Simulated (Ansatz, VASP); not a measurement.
# PbO in VASP and in Ansatz

Contents of INCAR:

```
PREC = Accurate
ENCUT = 520
EDIFF = 1E-6
ISMEAR = 0
SIGMA = 0.02
LREAL = F
LASPH = T
NELM = 80
ALGO = Normal
ISIF = 2
LWAVE = F
LCHARG = F
GGA = PS
NBANDS = 28
```

KPOINTS

```
regular mesh
0
Gamma
  8 8 6
```

POSCAR

```
PbO
1.0
    3.9291315840      0.0000000000      0.0000000000
    0.0000000000      3.9291315840      0.0000000000
    0.0000000000      0.0000000000      5.4167794200
Pb O
2 2
Direct
    0.0000000000      0.5000000000      0.2632603656
    0.5000000000      0.0000000000      0.7367396344
    0.0000000000      0.0000000000      0.0000000000
    0.5000000000      0.5000000000      0.0000000000
```

Input for Ansatz:

```yaml
crystal:
  lattice:
    - [3.929131584, 0.0, 0.0]
    - [0.0, 3.929131584, 0.0]
    - [0.0, 0.0, 5.41677942]
  atoms:
    - { symbol: Pb, position: [0.0, 0.5, 0.2632603656] }
    - { symbol: Pb, position: [0.5, 0.0, 0.7367396344] }
    - { symbol: O, position: [0.0, 0.0, 0.0] }
    - { symbol: O, position: [0.5, 0.5, 0.0] }
basis:
  ecutwfc: 420
kpoints:
  mp_grid: { grid: [8, 8, 6] }
hamiltonian:
  xc: pbesol
scf:
  occupations: { method: gaussian, width: 0.02 }
output:
  forces: true
  stress: true
  eigenvalues: true
  populations: true
```

Alike in both runs: task single point; functional PBEsol; k mesh 8 × 8 × 6; occupations gaussian, width 0.02 eV; no spin polarisation.

```csv
,VASP,Ansatz
version,VASP 6.6.1,Ansatz 0.2.0
potentials or method,"VASP PAW PBE potentials, release 64 (Pb_d, O), cutoff 520 eV","scalar-relativistic, plane waves, PAW"
valence electrons in the cell,40,40
```

|  | VASP | Ansatz | Ansatz less VASP |
| --- | --- | --- | --- |
| gap on the k mesh at the Fermi level (eV) | 0.36 | 0.36 | -0.005 |
| least direct gap on the mesh (eV) | 0.46 | 0.46 | +0.006 |
| pressure (GPa) | -8.6 | -8.6 | 0.00 |
| traceless stress, the component that is largest in VASP (GPa) | -7.97 | -7.97 | 0.000 |
| rms of the force components (eV/Å) | 1.280 | 1.289 | +0.0087 |

VASP's potentials were made for PBE, not for PBEsol. Atom by atom the forces differ by 0.009 eV/Å (rms over components).

Neither program's run includes spin-orbit coupling.
